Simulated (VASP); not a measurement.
**Ag: single point with PBE**

The system is Ag.

```
Ag
1.0
     2.90493    0.00000    0.00000
    -1.45246    2.51574    0.00000
     0.00000    0.00000    9.66456
Ag
4
Direct
  0.00000 0.00000 0.00000
  0.00000 0.00000 0.50000
  0.33333 0.66667 0.25000
  0.66667 0.33333 0.75000
```

This cell differs from its parent crystal: biaxial strain in the a-b plane: -1.0 %, then relaxed in part.

| Property | Result |
| --- | --- |
| Program | VASP 6.6.1 |
| Task | single point |
| Functional | PBE |
| Potentials or basis | VASP PAW PBE potentials, release 64 (Ag) |
| Cutoff | 520 eV |
| k mesh | 24 × 24 × 6 |
| Occupations | gaussian, width 0.1 eV |
| Spin | no spin polarisation |

```yaml
Pressure: 0.9 GPa
Band_gap_on_the_k_mesh: zero (bands 22 and 23 overlap by 6.58 eV)
```

Stress tensor (GPa, compression positive):
```
 1.45  0.00  0.00
 0.00  1.45  0.00
 0.00  0.00 -0.12
```

Levels at points of the mesh, in eV from the Fermi level:
```tsv
k point	band 19	band 20	band 21	band 22	band 23	band 24	band 25	band 26
(0.00, 0.00, 0.00)	-3.61	-3.44	-3.44	-3.08	-3.08	-0.49	3.11	10.43
(0.50, 0.00, 0.00)	-2.87	-2.86	-0.13	0.75	0.99	1.52	4.13	4.19
(0.00, 0.00, 0.50)	-3.22	-3.22	-3.22	-3.22	-2.51	-2.51	5.93	5.93
(0.50, 0.00, 0.50)	-2.87	-2.87	0.26	0.26	1.37	1.37	4.55	4.55
```

It took 12 min on 1 thread of Intel Xeon 8259CL, with other jobs on the host, peak memory 0.48 GiB.

Caveat: the cell differs from its parent crystal (biaxial strain in the a-b plane: -1.0 %, then relaxed in part).
